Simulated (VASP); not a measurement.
Write the native input for VASP 6.6.1 that does the following.

* Task: single point
* Functional: BLYP
* Potentials or basis: VASP PAW PBE potentials, release 64 (Cu, O)
* Cutoff: 520 eV
* k mesh: 10 × 10 × 6
* Occupations: fermi-dirac, width 0.05 eV
* Spin: no spin polarisation
* Dipole correction: no
* Further INCAR settings: ALGO = Normal; EDIFF = 1e-07; NBANDS = 25

The structure of CuO lies in POSCAR:

```
CuO
1.0
    0.0000000000     -2.1580717154     -2.1580717154
   -2.1580717154      0.0000000000     -2.1580717154
    2.1580717154      2.1580717154     -4.3161434309
Cu O
2 2
Direct
    0.5038875400      0.4769880100      0.4880064000
    0.0038875400      0.9769880100      0.9880064000
    0.7461124600      0.7730119900      0.7619936000
    0.2461124600      0.2730119900      0.2619936000
```

These files were run (other wordings do the same):

INCAR

```
  PREC = Accurate
  ENCUT = 520
  EDIFF = 1E-7
  ISMEAR = -1
  SIGMA = 0.05
  LREAL = False
  LASPH = True
  NELM = 60
  ALGO = Normal
  ISIF = 2
  LWAVE = False
  LCHARG = True
  GGA = B5
  ALDAX = 1.0
  AGGAX = 1.0
  AGGAC = 1.0
  ALDAC = 0.0
  LELF = True
  LVHAR = True
  NBANDS = 25
```

KPOINTS

```
Automatic mesh
0
Gamma
  10 10 6
```

Potentials or basis: VASP PAW PBE potentials, release 64 (Cu, O).

Run with:

```console
$ cat potpaw_PBE.64/Cu/POTCAR potpaw_PBE.64/O/POTCAR > POTCAR
$ mpirun -np 1 vasp_std > vasp.out
```

Results of the run:

The pressure is 2.8 GPa, the largest force is 0.990 eV/Å and the band gap on the k mesh is zero (bands 17 and 18 overlap by 1.05 eV).

Caveat: the stress differs along the axes, from 0 to 7 GPa; the PAW data sets were made with another functional, which shifts forces and pressure a little; semilocal functionals often make such compounds metallic where correlation or magnetic order opens a gap, which also shifts bond lengths.

Wall time 2.1 min on 1 thread of Intel(R) Xeon(R) 6975P-C (Granite Rapids), with other jobs on the host, peak memory 0.36 GiB.
